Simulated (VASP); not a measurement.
A run of VASP 6.6.1 is set up as follows.

File INCAR:

```
PREC = Accurate
ENCUT = 520
EDIFF = 1E-7
ISMEAR = -1
SIGMA = 0.02
LREAL = Auto
LASPH = T
NELM = 60
ALGO = Normal
ISIF = 2
LWAVE = F
LCHARG = F
GGA = PE
NBANDS = 126
```

Contents of KPOINTS:

```
regular mesh
0
Gamma
  2 2 1
```

POSCAR

```
TiSi12O24
1.0
   -2.4557500000      4.2534840000      5.4038000000
    4.9115000000      0.0000000000      5.4038000000
    4.9115000000      8.5069680000      0.0000000000
Si O Ti
12 24 1
Direct
    0.8275832463      0.3364265246      0.0578659639
    0.6200326855      0.1952154732      0.9015753783
    0.3096088232      0.2047351569      0.1726967615
    0.8170858863      0.3257867219      0.5861226063
    0.6120286861      0.1873337996      0.4069651815
    0.2206812005      0.2471558771      0.6475157829
    0.3725039111      0.8326746670      0.3090131025
    0.1702175262      0.6684844983      0.1709553246
    0.7511931877      0.7446563996      0.3965912174
    0.3422730463      0.8139868079      0.8335455210
    0.1548949704      0.6848503940      0.6540445105
    0.7541879335      0.7611551584      0.8793131339
    0.0389489553      0.1882678181      0.0808063745
    0.1813294830      0.7609263369      0.9931980401
    0.1830539428      0.4252429964      0.2257258971
    0.3997138781      0.2876303982      0.9924621105
    0.3591254242      0.7023440972      0.2032980204
    0.4916755095      0.0314559905      0.2414014120
    0.0332181841      0.2001031824      0.6189709407
    0.2049409980      0.7828931187      0.4755156883
    0.1578058784      0.4471171387      0.7040814331
    0.3870823990      0.2825110353      0.4862595239
    0.3173466642      0.7163090965      0.7176640421
    0.3105234100      0.0562105550      0.7685875442
    0.5873765943      0.6776108219      0.3586652793
    0.6711201608      0.2950882481      0.2279265814
    0.6658763556      0.9440063196      0.4624971641
    0.9528537315      0.7862927950      0.2616661893
    0.7836643766      0.2411803623      0.4611223544
    0.8266977513      0.5579299181      0.5302956755
    0.5708607317      0.7195869163      0.8456551161
    0.6280590640      0.2819587013      0.7250074081
    0.6795630314      0.9537761003      0.9468961819
    0.9289537750      0.8007817815      0.7257156700
    0.7782865391      0.2794361745      0.9317046518
    0.8359092453      0.5692748844      0.0049206015
    1.0044752592      0.1390080304      0.2825385680
```

Potentials or basis: VASP PAW PBE potentials, release 64 (Si, O, Ti_sv).

Command:

```bash
$ cat potpaw_PBE.64/Si/POTCAR potpaw_PBE.64/O/POTCAR potpaw_PBE.64/Ti_sv/POTCAR > POTCAR
$ mpirun -np 1 vasp_std > vasp.out
```

Problem. What does it give for the band gap on the k mesh?

Solution. 0.52 eV.

Problem. What does it give for the largest force?

Solution. 1.329 eV/Å.

Forces in eV/Å, atoms in the order of the input:
```
Si   0.166 -0.065 -0.055
Si   0.022 -0.036  0.033
Si   0.188  0.056  0.186
Si  -0.062 -0.090  0.015
Si  -0.032 -0.012  0.059
Si  -0.033 -0.005 -0.026
Si   0.300 -0.321  0.086
Si  -0.023  0.020  0.037
Si   0.078 -0.068 -0.023
Si   0.004  0.002 -0.056
Si  -0.011 -0.024 -0.029
Si   0.048  0.024 -0.014
O   -0.019  0.024  0.067
O   -0.008  0.029 -0.072
O   -0.051  0.050 -0.001
O    0.067  0.003  0.038
O   -0.097  0.057  0.070
O    0.160  0.235  0.412
O   -0.041 -0.045  0.023
O    0.145 -0.074 -0.020
O   -0.004 -0.064 -0.020
O   -0.028  0.049 -0.026
O    0.010 -0.020 -0.043
O    0.038 -0.009 -0.082
O    0.237 -0.183 -0.052
O    0.043 -0.066  0.057
O   -0.022  0.118  0.025
O   -0.009  0.023  0.004
O   -0.132 -0.044  0.136
O   -0.046 -0.110  0.031
O    0.020  0.019 -0.001
O   -0.014 -0.037  0.030
O    0.029 -0.031  0.011
O    0.019  0.035 -0.045
O    0.008  0.029  0.020
O    0.010  0.056  0.012
Ti  -0.961  0.473 -0.787
```

Caveat: the k points lie up to 0.70 Å⁻¹ apart; semilocal functionals underestimate gaps, and a narrow one can read as zero.
